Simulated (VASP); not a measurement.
# SmSi4 in VASP: notebook, part 2 of 3

VASP 6.6.1. The steps go on from the part before.

## 3. Single point, PBE

This run uses another cell than the first one: it holds 5 atoms, not 10.

INCAR

```
PREC     = Accurate       # precision mode
ENCUT    = 500            # plane-wave cutoff, eV
EDIFF    = 1E-6           # SCF threshold, eV
ISMEAR   = 0              # smearing method
SIGMA    = 0.1            # smearing width, eV
LREAL    = False          # projectors in reciprocal space
LASPH    = True           # aspherical terms in the spheres
NELM     = 200            # most SCF steps
ALGO     = Normal         # electronic algorithm
ISIF     = 2              # what is computed and relaxed
LWAVE    = False          # write WAVECAR
LCHARG   = False          # write CHGCAR
GGA      = PE             # functional
NBANDS   = 22             # bands
GGA_COMPAT= False        
LMAXMIX  = 6              # l up to which the mixer works
```

KPOINTS

```
Automatic mesh
0
Gamma
  12 12 6
```

POSCAR

```
SmSi4
1.0
    3.9883086821      0.0000000000      0.0000000000
   -1.9941543410      3.4539766368      0.0000000000
    0.0000000000      0.0000000000      8.5887606104
Sm Si
1 4
Direct
    0.0000000000      0.0000000000      0.5000000000
    0.6666666667      0.3333333333      0.2768600094
    0.6666666667      0.3333333333      0.7231399906
    0.0000000000      0.0000000000      0.0000000000
    0.6666666667      0.3333333333      0.0000000000
```

Potentials or basis: VASP PAW PBE potentials, release 64 (Sm_3, Si), 4f in core.

Started as:

```bash
> cat potpaw_PBE.64/Sm_3/POTCAR potpaw_PBE.64/Si/POTCAR > POTCAR
> mpirun -np 1 vasp_std > vasp.out
```

OUTCAR:

```text
PREC = Accurate
   ENCUT = 500
   EDIFF = 1E-6
   ISMEAR = 0
   LREAL = False
   LASPH = True
   NELM = 200
   ISIF = 2
   GGA = PE

 ion  position               nearest neighbor table
   1  0.000  0.000  0.500-   2 3.00   3 3.00   2 3.00   3 3.00   2 3.00   3 3.00
   2  0.667  0.333  0.277-   5 2.38   1 3.00   1 3.00   1 3.00
   3  0.667  0.333  0.723-   5 2.38   1 3.00   1 3.00   1 3.00
   4  0.000  0.000  0.000-   5 2.30   5 2.30   5 2.30
   5  0.667  0.333  0.000-   4 2.30   4 2.30   4 2.30   2 2.38   3 2.38

  LATTYP: Found a hexagonal cell.
 ALAT       =     3.9883086821
 C/A-ratio  =     2.1534844203

  Lattice vectors:

 A1 = (   3.9883086821,   0.0000000000,   0.0000000000)
 A2 = (  -1.9941543410,   3.4539766368,   0.0000000000)
 A3 = (   0.0000000000,   0.0000000000,   8.5887606104)

Analysis of symmetry for initial positions (statically):
=====================================================================
 Subroutine PRICEL returns:
 Original cell was already a primitive cell.

 Routine SETGRP: Setting up the symmetry group for a
 hexagonal supercell.

 Subroutine GETGRP returns: Found 12 space group operations
 (whereof 12 operations were pure point group operations)
 out of a pool of 24 trial point group operations.

The static configuration has the point symmetry D_3h.

Analysis of symmetry for dynamics (positions and initial velocities):
=====================================================================
 Subroutine PRICEL returns:
 Original cell was already a primitive cell.

 Routine SETGRP: Setting up the symmetry group for a
 hexagonal supercell.

 Subroutine GETGRP returns: Found 12 space group operations
 (whereof 12 operations were pure point group operations)
 out of a pool of 24 trial point group operations.

The dynamic configuration has the point symmetry D_3h.

 Subroutine INISYM returns: Found 12 space group operations
 (whereof 12 operations are pure point group operations),
 and found     1 'primitive' translations

----------------------------------------------------------------------------------------

                                     Primitive cell

  volume of cell :     118.3147

  direct lattice vectors                    reciprocal lattice vectors
     3.988308682  0.000000000  0.000000000     0.250732849  0.144760678  0.000000000
    -1.994154341  3.453976637  0.000000000     0.000000000  0.289521356  0.000000000
     0.000000000  0.000000000  8.588760610     0.000000000  0.000000000  0.116431234

  length of vectors
     3.988308682  3.988308682  8.588760610     0.289521356  0.289521356  0.116431234

  position of ions in fractional coordinates (direct lattice)
     0.000000000  0.000000000  0.500000000
     0.666666667  0.333333333  0.276860009
     0.666666667  0.333333333  0.723139991
     0.000000000  0.000000000  0.000000000
     0.666666667  0.333333333  0.000000000

  ion indices of the primitive-cell ions
   primitive index   ion index
[... 25 lines left out ...]
     0.000000000  0.000000000  0.000000000

 Subroutine IBZKPT returns following result:
 ===========================================

 Found     76 irreducible k-points:

 Following reciprocal coordinates:
            Coordinates               Weight
  0.000000  0.000000  0.000000      1.000000
  0.083333  0.000000  0.000000      6.000000
  0.166667  0.000000  0.000000      6.000000
  0.250000  0.000000  0.000000      6.000000
  0.333333  0.000000  0.000000      6.000000
  0.416667  0.000000  0.000000      6.000000
[... 16 lines left out ...]
  0.250000  0.000000  0.166667     12.000000
  0.333333  0.000000  0.166667     12.000000
 [... further k-points ...]
   k-points           NKPTS =     76   k-points in BZ     NKDIM =     76   number of bands    NBANDS=     22
   number of dos      NEDOS =    301   number of ions     NIONS =      5
   total plane-waves  NPLWV =  57600
   dimension x,y,z NGX =    30 NGY =   30 NGZ =   64
   dimension x,y,z NGXF=    60 NGYF=   60 NGZF=  128
   ions per type =               1   4
   NGX,Y,Z   is equivalent  to a cutoff of  12.50, 12.50, 12.39 a.u.
   NGXF,Y,Z  is equivalent  to a cutoff of  25.01, 25.01, 24.78 a.u.
 SYSTEM =  unknown system
   PREC   = accura    normal or accurate (medium, high low for compatibility)
   ISTART =      0    job   : 0-new  1-cont  2-samecut
   ICHARG =      2    charge: 1-file 2-atom 10-const
   ISPIN  =      1    spin polarized calculation?
   LNONCOLLINEAR =      F non collinear calculations
   LSORBIT =      F    spin-orbit coupling
   LASPH  =      T    aspherical Exc in radial PAW
   ENCUT  =  500.0 eV  36.75 Ry    6.06 a.u.   7.27  7.27 15.66*2*pi/ulx,y,z
   NELM   =    200;   NELMIN=  2; NELMDL= -5     # of ELM steps
   EDIFF  = 0.1E-05   stopping-criterion for ELM
   LREAL  =      F    real-space projection
   EDIFFG = 0.1E-04   stopping-criterion for IOM
   NSW    =      0    number of steps for IOM
   IBRION =     -1    ionic relax: 0-MD 1-quasi-New 2-CG
   NFREE  =      0    steps in history (QN), initial steepest desc. (CG)
   ISIF   =      2    stress and relaxation
   ISYM   =      2    0-nonsym 1-usesym 2-fastsym
   POTIM  = 0.5000    time-step for ionic-motion
   TEBEG  =    0.0;   TEEND  =   0.0 temperature during run
   PSTRESS=    0.0 pullay stress
   NELECT =      27.0000    total number of electrons
   NUPDOWN=      -1.0000    fix difference up-down
   EMIN   =  10.00;   EMAX   =-10.00  energy-range for DOS
   EFERMI =   0.00;   METHOD = LEGACY
   ISMEAR =     0;   SIGMA  =   0.10  broadening in eV -4-tet -1-fermi 0-gaus
   EFERMI_NEDOS =   21; number of points for ismear=-14 and -15
   IALGO  =     38    algorithm
   IMIX   =      4    mixing-type and parameters
     AMIX     =   0.40;   BMIX     =  1.00
     AMIX_MAG =   1.60;   BMIX_MAG =  1.00
  volume/ion in A,a.u.               =      23.66       159.69
  Fermi-wavevector in a.u.,A,eV,Ry     =   1.000422  1.890523 13.617310  1.000844
  Thomas-Fermi vector in A             =   2.132777
   LORBIT       =      0    0 simple, 1 ext, 2 COOP (PROOUT), +10 PAW based schemes
   GGA     = PE    functional components
   LHFCALC =     F    Hartree Fock is set to
   AEXX    =    0.0000 exact exchange contribution
   IVDW    =     0    specifies the selected vdW correction
   LEPSILON=     F    determine dielectric tensor
   LRPA    =     F    only Hartree local field effects (RPA)
 non-spin polarized calculation
 Gauss-broadening in eV      SIGMA  =   0.10
  energy-cutoff  :      500.00
  volume of cell :      118.31
 maximum number of plane-waves:      3049
 NGX is ok and might be reduce to    30

 number of electron      26.9999999 magnetization

 Free energy of the ion-electron system (eV)
  ---------------------------------------------------
  ext. energy  EPLUGINS =         0.00000000
  ---------------------------------------------------
  free energy    TOTEN  =       -24.16190095 eV

  energy without entropy =      -24.14545522  energy(sigma->0) =      -24.15367808

 E-fermi :   4.7072     XC(G=0):  -9.4520

 val. band max:        4.6970253199   @ k =   0.5000   0.0000   0.1667
 cond. band min:       4.7098649374   @ k =   0.2500   0.0833   0.3333
 fundamental gap:      0.0128396175
 Fermi energy:         4.7071570553

 k-point     1 :       0.0000    0.0000    0.0000
  band No.  band energies     occupation
      1     -36.1271      2.00000
      2     -15.6108      2.00000
      3     -15.4495      2.00000
      4     -15.4495      2.00000
      5      -7.4151      2.00000
      6      -3.4380      2.00000
[... 589 lines left out ...]
     21       9.3746      0.00000
     22       9.6997      0.00000

 [... further k-points ...]

------------------------ aborting loop because EDIFF is reached ----------------------------------------

  FORCE on cell =-STRESS in cart. coord.  units (eV):
  Direction    XX          YY          ZZ          XY          YZ          ZX
  --------------------------------------------------------------------------------------
  -------------------------------------------------------------------------------------
  Total        0.0349078      0.0349078      0.0549770      0.0000000      0.0000000     -0.0000000
  in kB        0.4727099      0.4727099      0.7444803      0.0000000      0.0000000     -0.0000000
  external PRESSURE =       0.5633000 kB  Pullay stress =       0.0000000 kB

 VOLUME and BASIS-vectors are now :
 -----------------------------------------------------------------------------
  energy-cutoff  :      500.00
  volume of cell :      118.31
      direct lattice vectors                 reciprocal lattice vectors
     3.988308682  0.000000000  0.000000000     0.250732849  0.144760678  0.000000000
    -1.994154341  3.453976637  0.000000000     0.000000000  0.289521356  0.000000000
     0.000000000  0.000000000  8.588760610     0.000000000  0.000000000  0.116431234

 POSITION                                       TOTAL-FORCE (eV/Angst)
 -----------------------------------------------------------------------------------
      0.00000      0.00000      4.29438        -0.000000      0.000000      0.000000
      1.99415      1.15133      2.37788        -0.000000     -0.000000     -0.027559
      1.99415      1.15133      6.21088        -0.000000      0.000000      0.027559
      0.00000      0.00000      0.00000         0.000000     -0.000000      0.000000
      1.99415      1.15133      0.00000         0.000000     -0.000000      0.000000
 -----------------------------------------------------------------------------------
    total drift:                               -0.000000      0.000000     -0.000000

  FREE ENERGIE OF THE ION-ELECTRON SYSTEM (eV)
  ---------------------------------------------------
  free  energy   TOTEN  =       -24.1619009483 eV

  energy  without entropy=      -24.1454552205  energy(sigma->0) =      -24.15367808
```

Run time: 77 s. Hardware: 1 thread of Intel Xeon 6975P-C (Granite Rapids), shared host; peak memory 0.33 GiB.

What came out:

| Property | Result |
| --- | --- |
| Free energy | -24.1619 eV |
| Pressure | 0.1 GPa |
| Largest force | 0.028 eV/Å |
| Band gap on the k mesh | zero (an odd number of electrons rules out a gap without spin polarisation) |

Forces in eV/Å, atoms in the order of the input:
```
Sm   0.000  0.000  0.000
Si   0.000  0.000 -0.028
Si   0.000  0.000  0.028
Si   0.000  0.000  0.000
Si   0.000  0.000  0.000
```

Levels at points of the mesh, in eV from the Fermi level:
```csv
k point,band 12,band 13,band 14,band 15,band 16,band 17
"(0.00, 0.00, 0.00)",-0.48,0.28,0.28,0.89,0.89,1.98
"(0.50, 0.00, 0.00)",-2.10,-0.92,-0.43,-0.06,1.11,1.52
"(0.00, 0.00, 0.50)",0.13,0.13,0.50,1.25,1.25,1.93
"(0.50, 0.00, 0.50)",-1.56,-0.09,-0.06,0.09,0.61,1.65
```

Caveat: spin-orbit coupling is left out, which moves the levels of the heavy elements; the 4f electrons are frozen in the core, so they carry no moment and show no levels. Spin polarisation is off, so any magnetic state and its effect on volume and gap are missing.

(Part 2 of 3 ends here.)
